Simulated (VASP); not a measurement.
Crystal: Se.

```xyz
3
Lattice="-0.0279 4.2296 0.0057 3.7245 -2.1397 -0.0082 -0.1093 -0.0040 -3.4859" Properties=species:S:1:pos:R:3 pbc="T T T"
Se    2.4233    0.0688   -1.2289
Se    1.2233    2.2010   -2.3980
Se   -0.0121    4.1360   -0.0324
```

* Program: VASP 6.6.1
* Task: relaxation of the atoms
* Functional: LDA
* Potentials or basis: VASP PAW LDA potentials, release 64 (Se)
* Cutoff: 520 eV
* k mesh: 5 × 5 × 5, shifted
* Occupations: fermi-dirac, width 0.0146 eV
* Spin: no spin polarisation

At the start: pressure 9.3 GPa; volume 18.24 Å³/atom.

Problem. How do energy, volume and symmetry change on relaxing?

Solution. Over 9 steps the energy falls by 14.4 meV/atom; space group C2 (No. 5, to 0.1 Å) before, C2/m (No. 12, to 0.1 Å).

The path:
```
step  energy change (eV)  largest force (eV/Å)  pressure (GPa)
   1              0.0000                0.4200            9.27
   2             -0.0172                0.3286            8.84
   3             -0.0382                0.1480            8.17
   4             -0.0398                0.1373            8.05
   5             -0.0420                0.0831            7.99
   6             -0.0432                0.0173            7.94
   7             -0.0432                0.0171            7.94
   8             -0.0433                0.0104            7.95
   9             -0.0433                0.0085            7.96
```

Final structure:
```
Se
1.0
    -0.02795    4.22960    0.00573
     3.72454   -2.13975   -0.00819
    -0.10934   -0.00401   -3.48589
Se
3
Direct
  0.34800 0.67207 0.34647
  0.67907 0.34015 0.68268
  0.00541 0.00967 0.02152
```

Caveat: the k points lie up to 0.36 Å⁻¹ apart, too coarse for converged energies and pressures of a metal.
